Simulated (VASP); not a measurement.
# Hf (Im-3m) in VASP: a series of runs

Hf is run at these levels: PBEsol, LDA, PBE; tasks: relaxation of cell and atoms, single point.

Program: VASP 6.6.1. These are calculated values, not measurements. Logs are shortened: lines on timing, memory, paths and dates and some standing lists are left out, and cuts for length are marked.

**1. The cell of the first run**

The structure is cubic, space group Im-3m (No. 229). Conventional cell: a = 3.610 Å, b = 3.610 Å, c = 3.610 Å, α = 90.00°, β = 90.00°, γ = 90.00°. Hf (site symmetry m-3m) has 14 Hf at 3.13 to 3.61 Å within 4.1 Å.

**2. Relaxation of cell and atoms, PBEsol, target pressure 10 GPa, at which the enthalpy is minimised**

Contents of INCAR:

```
SYSTEM = Hf
PREC = Accurate
ENCUT = 600
EDIFF = 1E-6
ISMEAR = -1
SIGMA = 0.05
LREAL = .FALSE.
LASPH = .TRUE.
NELM = 80
ALGO = Normal
ISIF = 3
LWAVE = .FALSE.
LCHARG = .FALSE.
GGA = PS
IBRION = 2
NSW = 60
EDIFFG = -0.01
PSTRESS = 100.0
```

Contents of KPOINTS:

```
regular mesh
0
G
  10 10 10
  0 0 0
```

Contents of POSCAR:

```
Hf
1.0
   -1.8050000000      1.8050000000      1.8050000000
    1.8050000000     -1.8050000000      1.8050000000
    1.8050000000      1.8050000000     -1.8050000000
Hf
1
Direct
    0.0000000000      0.0000000000      0.0000000000
```

Potentials or basis: VASP PAW PBE potentials, release 64 (Hf_pv).

Launch:

```console
cat potpaw_PBE.64/Hf_pv/POTCAR > POTCAR
mpirun -np 1 vasp_std > vasp.out
```

OUTCAR:

```text
SYSTEM = Hf
   PREC = Accurate
   ENCUT = 600
   EDIFF = 1E-6
   ISMEAR = -1
   LREAL = .FALSE.
   LASPH = .TRUE.
   NELM = 80
   ISIF = 3
   GGA = PS
   IBRION = 2
   NSW = 60
   EDIFFG = -0.01
   PSTRESS = 100.0

 ion  position               nearest neighbor table
   1  0.000  0.000  0.000-

  LATTYP: Found a body centered cubic cell.
 ALAT       =     3.6100000000

  Lattice vectors:

 A1 = (  -1.8050000000,   1.8050000000,   1.8050000000)
 A2 = (   1.8050000000,  -1.8050000000,   1.8050000000)
 A3 = (   1.8050000000,   1.8050000000,  -1.8050000000)

Analysis of symmetry for initial positions (statically):
=====================================================================
 Subroutine PRICEL returns:
 Original cell was already a primitive cell.

 Routine SETGRP: Setting up the symmetry group for a
 body centered cubic supercell.

 Subroutine GETGRP returns: Found 48 space group operations
[... 9 lines left out ...]

 Routine SETGRP: Setting up the symmetry group for a
 body centered cubic supercell.

 Subroutine GETGRP returns: Found 48 space group operations
[... 11 lines left out ...]
                                     Primitive cell

  volume of cell :      23.5229

  direct lattice vectors                    reciprocal lattice vectors
    -1.805000000  1.805000000  1.805000000     0.000000000  0.277008310  0.277008310
     1.805000000 -1.805000000  1.805000000     0.277008310  0.000000000  0.277008310
     1.805000000  1.805000000 -1.805000000     0.277008310  0.277008310  0.000000000

  length of vectors
     3.126351708  3.126351708  3.126351708     0.391748909  0.391748909  0.391748909

  position of ions in fractional coordinates (direct lattice)
     0.000000000  0.000000000  0.000000000

  ion indices of the primitive-cell ions
   primitive index   ion index
                 1           1

----------------------------------------------------------------------------------------

 KPOINTS: regular mesh

Automatic generation of k-mesh.
 Grid dimensions read from file:
 generate k-points for:   10   10   10

 Generating k-lattice:

  Cartesian coordinates                     Fractional coordinates (reciprocal lattice)
     0.000000000  0.027700831  0.027700831     0.100000000  0.000000000  0.000000000
     0.027700831  0.000000000  0.027700831     0.000000000  0.100000000  0.000000000
     0.027700831  0.027700831  0.000000000     0.000000000  0.000000000  0.100000000

  Length of vectors
     0.039174891  0.039174891  0.039174891

  Shift w.r.t. Gamma in fractional coordinates (k-lattice)
     0.000000000  0.000000000  0.000000000

 Subroutine IBZKPT returns following result:
 ===========================================

 Found     47 irreducible k-points:

 Following reciprocal coordinates:
            Coordinates               Weight
  0.000000  0.000000  0.000000      1.000000
  0.100000  0.000000  0.000000     12.000000
  0.200000  0.000000  0.000000     12.000000
  0.300000  0.000000  0.000000     12.000000
  0.400000  0.000000  0.000000     12.000000
  0.500000  0.000000  0.000000      6.000000
[... 16 lines left out ...]
  0.300000  0.300000  0.100000      8.000000
 -0.300000  0.300000  0.100000     24.000000
 [... further k-points ...]
   k-points           NKPTS =     47   k-points in BZ     NKDIM =     47   number of bands    NBANDS=      9
   number of dos      NEDOS =    301   number of ions     NIONS =      1
   total plane-waves  NPLWV =  21952
   dimension x,y,z NGX =    28 NGY =   28 NGZ =   28
   dimension x,y,z NGXF=    56 NGYF=   56 NGZF=   56
   ions per type =               1
   NGX,Y,Z   is equivalent  to a cutoff of  14.89, 14.89, 14.89 a.u.
   NGXF,Y,Z  is equivalent  to a cutoff of  29.78, 29.78, 29.78 a.u.
 SYSTEM =  Hf
   PREC   = accura    normal or accurate (medium, high low for compatibility)
   ISTART =      0    job   : 0-new  1-cont  2-samecut
   ICHARG =      2    charge: 1-file 2-atom 10-const
   ISPIN  =      1    spin polarized calculation?
   LNONCOLLINEAR =      F non collinear calculations
   LSORBIT =      F    spin-orbit coupling
   LASPH  =      T    aspherical Exc in radial PAW
   ENCUT  =  600.0 eV  44.10 Ry    6.64 a.u.   6.24  6.24  6.24*2*pi/ulx,y,z
   NELM   =     80;   NELMIN=  2; NELMDL= -5     # of ELM steps
   EDIFF  = 0.1E-05   stopping-criterion for ELM
   LREAL  =      F    real-space projection
   EDIFFG = -.1E-01   stopping-criterion for IOM
   NSW    =     60    number of steps for IOM
   IBRION =      2    ionic relax: 0-MD 1-quasi-New 2-CG
   NFREE  =      1    steps in history (QN), initial steepest desc. (CG)
   ISIF   =      3    stress and relaxation
   ISYM   =      2    0-nonsym 1-usesym 2-fastsym
   POTIM  = 0.5000    time-step for ionic-motion
   TEBEG  =    0.0;   TEEND  =   0.0 temperature during run
   PSTRESS=  100.0 pullay stress
   NELECT =      10.0000    total number of electrons
   NUPDOWN=      -1.0000    fix difference up-down
   EMIN   =  10.00;   EMAX   =-10.00  energy-range for DOS
   EFERMI =   0.00;   METHOD = LEGACY
   ISMEAR =    -1;   SIGMA  =   0.05  broadening in eV -4-tet -1-fermi 0-gaus
   EFERMI_NEDOS =   21; number of points for ismear=-14 and -15
   IALGO  =     38    algorithm
   IMIX   =      4    mixing-type and parameters
     AMIX     =   0.40;   BMIX     =  1.00
     AMIX_MAG =   1.60;   BMIX_MAG =  1.00
  volume/ion in A,a.u.               =      23.52       158.74
  Fermi-wavevector in a.u.,A,eV,Ry     =   1.230961  2.326179 20.616432  1.515265
  Thomas-Fermi vector in A             =   2.365789
   LORBIT       =      0    0 simple, 1 ext, 2 COOP (PROOUT), +10 PAW based schemes
   GGA     = PS    functional components
   LHFCALC =     F    Hartree Fock is set to
   AEXX    =    0.0000 exact exchange contribution
   IVDW    =     0    specifies the selected vdW correction
   LEPSILON=     F    determine dielectric tensor
   LRPA    =     F    only Hartree local field effects (RPA)
 conjugate gradient relaxation of ions
 non-spin polarized calculation
  energy-cutoff  :      600.00
  volume of cell :       23.52
 maximum number of plane-waves:       802
 NGX is ok and might be reduce to    28
   NGX = 13   NGY = 13   NGZ = 13

--------------------------------------- Ionic step        1  -------------------------------------------

 number of electron      10.0000000 magnetization

 number of electron       9.9999999 magnetization

 Free energy of the ion-electron system (eV)
  ---------------------------------------------------
  ext. energy  EPLUGINS =         0.00000000
  ---------------------------------------------------
  free energy    TOTEN  =       -10.27226682 eV

  energy without entropy =      -10.25712275  energy(sigma->0) =      -10.26469479

------------------------ aborting loop because EDIFF is reached ----------------------------------------

  FORCE on cell =-STRESS in cart. coord.  units (eV):
  Direction    XX          YY          ZZ          XY          YZ          ZX
  --------------------------------------------------------------------------------------
  -------------------------------------------------------------------------------------
  Total       -1.3670591     -1.3670591     -1.3670591      0.0000000     -0.0000000      0.0000000
  in kB      -93.1121292    -93.1121292    -93.1121292      0.0000000     -0.0000000      0.0000000
  external PRESSURE =    -193.1121292 kB  Pullay stress =     100.0000000 kB

 VOLUME and BASIS-vectors are now :
 -----------------------------------------------------------------------------
  energy-cutoff  :      600.00
  volume of cell :       23.52
      direct lattice vectors                 reciprocal lattice vectors
    -1.805000000  1.805000000  1.805000000     0.000000000  0.277008310  0.277008310
     1.805000000 -1.805000000  1.805000000     0.277008310  0.000000000  0.277008310
     1.805000000  1.805000000 -1.805000000     0.277008310  0.277008310  0.000000000

 POSITION                                       TOTAL-FORCE (eV/Angst)
 -----------------------------------------------------------------------------------
      0.00000      0.00000      0.00000         0.000000      0.000000      0.000000
 -----------------------------------------------------------------------------------
    total drift:                                0.000000     -0.000000      0.000000

  FREE ENERGIE OF THE ION-ELECTRON SYSTEM (eV)
  ---------------------------------------------------
  free  energy   TOTEN  =       -10.2722668236 eV

  energy  without entropy=      -10.2571227548  energy(sigma->0) =      -10.26469479
[... 165 lines left out ...]
 VOLUME and BASIS-vectors are now :
 -----------------------------------------------------------------------------
  energy-cutoff  :      600.00
  volume of cell :       19.57
      direct lattice vectors                 reciprocal lattice vectors
    -1.697659349  1.697659349  1.697659349     0.000000000  0.294523162  0.294523162
     1.697659349 -1.697659349  1.697659349     0.294523162  0.000000000  0.294523162
     1.697659349  1.697659349 -1.697659349     0.294523162  0.294523162  0.000000000

 POSITION                                       TOTAL-FORCE (eV/Angst)
 -----------------------------------------------------------------------------------
      1.69766      1.69766     -1.69766         0.000000     -0.000000      0.000000
 -----------------------------------------------------------------------------------
    total drift:                                0.000000      0.000000     -0.000000

  FREE ENERGIE OF THE ION-ELECTRON SYSTEM (eV)
  ---------------------------------------------------
  free  energy   TOTEN  =       -10.2936727518 eV

  energy  without entropy=      -10.2791383322  energy(sigma->0) =      -10.28640554

  enthalpy is  TOTEN    =        -9.0721514150 eV   P V=        1.2215213368

--------------------------------------- Ionic step        7  -------------------------------------------

 number of electron      10.0000001 magnetization

 Free energy of the ion-electron system (eV)
  ---------------------------------------------------
  ext. energy  EPLUGINS =         0.00000000
  ---------------------------------------------------
  free energy    TOTEN  =       -10.29218914 eV

  energy without entropy =      -10.27763500  energy(sigma->0) =      -10.28491207

 E-fermi :   5.4171     XC(G=0): -12.0214

 val. band max:        5.3900995921   @ k =   0.2000   0.2000   0.0000
 cond. band min:       5.4275999598   @ k =   0.3000   0.2000   0.1000
 fundamental gap:      0.0375003678
 Fermi energy:         5.4170809445

 k-point     1 :       0.0000    0.0000    0.0000
  band No.  band energies     occupation
      1     -23.8868      2.00000
      2     -23.8868      2.00000
      3     -23.8868      2.00000
      4      -2.1027      2.00000
      5       6.9617      0.00000
      6       6.9617      0.00000
      7       6.9617      0.00000
      8      10.1651      0.00000
      9      10.1651      0.00000

 k-point     2 :       0.1000    0.0000    0.0000
  band No.  band energies     occupation
      1     -24.0211      2.00000
      2     -23.9269      2.00000
      3     -23.8878      2.00000
      4      -1.6709      2.00000
      5       6.6586      0.00000
      6       6.8232      0.00000
      7       7.3938      0.00000
      8       9.7174      0.00000
      9      10.1576      0.00000

 k-point     3 :       0.2000    0.0000    0.0000
  band No.  band energies     occupation
      1     -24.3591      2.00000
      2     -24.0306      2.00000
      3     -23.8905      2.00000
      4      -0.5311      2.00000
      5       5.9687      0.00003
      6       6.2246      0.00000
      7       8.6508      0.00000
      8       9.4528      0.00000
      9      10.2244      0.00000
[... 229 lines left out ...]
 k-point    23 :       0.3000    0.3000    0.1000
  band No.  band energies     occupation
      1     -24.7066      2.00000
      2     -24.7066      2.00000
      3     -24.1664      2.00000
      4       3.7304      2.00000
      5       4.9724      1.99973
      6       4.9724      1.99973
      7      11.1555      0.00000
      8      11.1555      0.00000
      9      13.2546      0.00000

 k-point    24 :      -0.3000    0.3000    0.1000
  band No.  band energies     occupation
      1     -24.7348      2.00000
      2     -24.2008      2.00000
      3     -23.9902      2.00000
      4       1.1596      2.00000
      5       5.5224      0.21710
      6       5.6611      0.01507
      7       8.6407      0.00000
      8      10.4388      0.00000
      9      11.2230      0.00000

 [... further k-points ...]
[... 5 lines left out ...]
  --------------------------------------------------------------------------------------
  -------------------------------------------------------------------------------------
  Total        1.2182040      1.2182040      1.2182040     -0.0000000      0.0000000     -0.0000000
  in kB       99.8506332     99.8506332     99.8506332     -0.0000000      0.0000000     -0.0000000
  external PRESSURE =      -0.1493668 kB  Pullay stress =     100.0000000 kB

 VOLUME and BASIS-vectors are now :
 -----------------------------------------------------------------------------
  energy-cutoff  :      600.00
  volume of cell :       19.55
      direct lattice vectors                 reciprocal lattice vectors
    -1.696966498  1.696966498  1.696966498     0.000000000  0.294643413  0.294643413
     1.696966498 -1.696966498  1.696966498     0.294643413  0.000000000  0.294643413
     1.696966498  1.696966498 -1.696966498     0.294643413  0.294643413  0.000000000

 POSITION                                       TOTAL-FORCE (eV/Angst)
 -----------------------------------------------------------------------------------
     -0.00000      0.00000      0.00000        -0.000000     -0.000000      0.000000
 -----------------------------------------------------------------------------------
    total drift:                                0.000000      0.000000      0.000000

  FREE ENERGIE OF THE ION-ELECTRON SYSTEM (eV)
  ---------------------------------------------------
  free  energy   TOTEN  =       -10.2921891394 eV

  energy  without entropy=      -10.2776350017  energy(sigma->0) =      -10.28491207

  enthalpy is  TOTEN    =        -9.0721627787 eV   P V=        1.2200263606

 reached required accuracy - stopping structural energy minimisation
```

Wall time 60 s (1 thread of AMD EPYC 7R43 (Zen 3), shared host); peak memory 0.14 GiB.

Results:

```
Free energy                                            : -10.2922 eV
Relaxed volume                                         : 19.55 Å³/atom
Relaxed cell                                           : a = 2.939 Å, b = 2.939 Å, c = 2.939 Å, α = 109.47°, β = 109.47°, γ = 109.47°
Space group after relaxing (to 0.05 Å)                 : Im-3m (No. 229)
Energy change on relaxing (the enthalpy is what falls) : -19.9 meV/atom
Ionic steps                                            : 7
Pressure after relaxing                                : 10.0 GPa
Band gap on the k mesh                                 : zero (band 5 reaches 6.96 eV, above the bottom of band 6 at 4.48 eV)
```

The path:
| step | energy change (eV) | largest force (eV/Å) | pressure (GPa) | volume (Å³) |
| --- | --- | --- | --- | --- |
| 1 | 0.0000 | 0.0000 | -9.31 | 23.52 |
| 2 | 0.8438 | 0.0000 | 62.36 | 15.13 |
| 3 | -0.0308 | 0.0000 | 8.79 | 19.73 |
| 4 | -0.0223 | 0.0000 | 9.73 | 19.59 |
| 5 | -0.0177 | 0.0000 | 10.19 | 19.51 |
| 6 | -0.0214 | 0.0000 | 9.87 | 19.57 |
| 7 | -0.0199 | 0.0000 | 9.99 | 19.55 |

Final structure:
```
Hf
1.0
    -1.69697    1.69697    1.69697
     1.69697   -1.69697    1.69697
     1.69697    1.69697   -1.69697
Hf
1
Direct
  0.00000 0.00000 0.00000
```

Levels at points of the mesh, in eV from the Fermi level:
```
           k point  band 2  band 3  band 4  band 5  band 6  band 7  band 8  band 9
(0.00, 0.00, 0.00)  -29.30  -29.30   -7.52    1.54    1.54    1.54    4.75    4.75
(0.50, 0.00, 0.00)  -29.71  -29.32   -3.89   -0.83    1.65    4.66    5.81    8.84
(0.50, 0.50, 0.50)  -30.18  -30.18   -3.27   -3.27    7.80    7.80    7.80    8.35
```

Caveat: the cell is relaxed towards a set pressure, so the enthalpy falls and the energy may rise; the volume moved by over 15 % at a fixed basis, so the end points are rough; the PAW data sets were made with another functional, which shifts forces and pressure a little; spin-orbit coupling is left out, which moves the levels of the heavy elements.

[end of part 1 of 2]
